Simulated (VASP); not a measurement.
Input of a VASP 6.6.1 run:

The input INCAR:

```
SYSTEM = TiO
  PREC = Accurate
  ENCUT = 520
  EDIFF = 1E-6
  ISMEAR = 0
  SIGMA = 0.15
  LREAL = .FALSE.
  LASPH = .TRUE.
  NELM = 100
  ALGO = Normal
  ISIF = 2
  LWAVE = .FALSE.
  LCHARG = .TRUE.
  GGA = PS
  LELF = .TRUE.
  LVHAR = .TRUE.
  NBANDS = 36
```

File KPOINTS:

```
regular mesh
0
G
  14 14 14
  0 0 0
```

Contents of POSCAR:

```
TiO
1.0
    3.5936283856      0.0000000000      0.0000000000
    0.0000000000      3.5936283856      0.0000000000
    0.0000000000      0.0000000000      5.0813905373
Ti O
3 3
Direct
    0.5000000000      0.5000000000      0.0000000000
    0.0000000000      0.5000000000      0.5000000000
    0.5000000000      0.0000000000      0.5000000000
    0.0000000000      0.5000000000      0.0000000000
    0.5000000000      0.0000000000      0.0000000000
    0.0000000000      0.0000000000      0.5000000000
```

Potentials or basis: VASP PAW PBE potentials, release 64 (Ti_sv, O).

Launch:

```sh
$ cat potpaw_PBE.64/Ti_sv/POTCAR potpaw_PBE.64/O/POTCAR > POTCAR
$ mpirun -np 1 vasp_std > vasp.out
```

Task: Predict the band gap on the k mesh.

Result: Zero (band 27 reaches 8.96 eV, above the bottom of band 28 at 7.10 eV).

Task: What does it give for the pressure?

Result: 43.7 GPa.

Stress tensor (GPa, compression positive):
```
 77.51   0.00   0.00
  0.00  77.51   0.00
  0.00   0.00 -24.01
```

Caveat: the PAW data sets were made with another functional, which shifts forces and pressure a little; semilocal functionals often make such compounds metallic where correlation or magnetic order opens a gap, which also shifts bond lengths.
